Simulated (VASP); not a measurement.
The system is Si.

```
Si
1.0
     3.85157    0.00000    0.00000
    -1.92579    3.33556    0.00000
     0.00000    0.00000    6.36458
Si
4
Cartesian
  0.0000 2.2237 0.0027
  1.9258 1.1119 3.1850
  0.0000 2.2237 2.3840
  1.9258 1.1119 5.5663
```

This isn't the form of Si at room conditions, which is diamond.

```yaml
Program: VASP 6.6.1
Task: relaxation of cell and atoms
Functional: LDA
Potentials_or_basis: VASP PAW LDA potentials, release 64 (Si)
Cutoff: 600 eV
k_mesh: 12 × 12 × 4
Occupations: fermi-dirac, width 0.02 eV
Spin: no spin polarisation
```

At the start: pressure -3.3 GPa; volume 20.44 Å³/atom.

Q: Where does the relaxation end?

A: Over 7 steps the energy falls by 8.0 meV/atom and the volume is 19.70 Å³/atom (-3.6 %); space group P6_3/mmc (No. 194, to 0.1 Å) before and after.

Step by step:
```
step  energy change (eV)  largest force (eV/Å)  pressure (GPa)  volume (Å³)
   1              0.0000                0.0080           -3.33        81.77
   2             -0.0171                0.0326            2.53        76.85
   3             -0.0320                0.0154           -0.01        78.79
   4             -0.0320                0.0159            0.06        78.73
   5             -0.0321                0.0016           -0.04        78.81
   6             -0.0321                0.0020           -0.02        78.79
   7             -0.0321                0.0013           -0.01        78.78
```

Final structure:
```yaml
crystal:
  lattice:
    - [3.80317, 0.00000, 0.00000]
    - [-1.90159, 3.29364, 0.00000]
    - [0.00000, 0.00000, 6.28950]
  atoms:
    - { symbol: Si, position: [0.33333, 0.66667, 0.00051] }
    - { symbol: Si, position: [0.66667, 0.33333, 0.50051] }
    - { symbol: Si, position: [0.33333, 0.66667, 0.37449] }
    - { symbol: Si, position: [0.66667, 0.33333, 0.87449] }
```
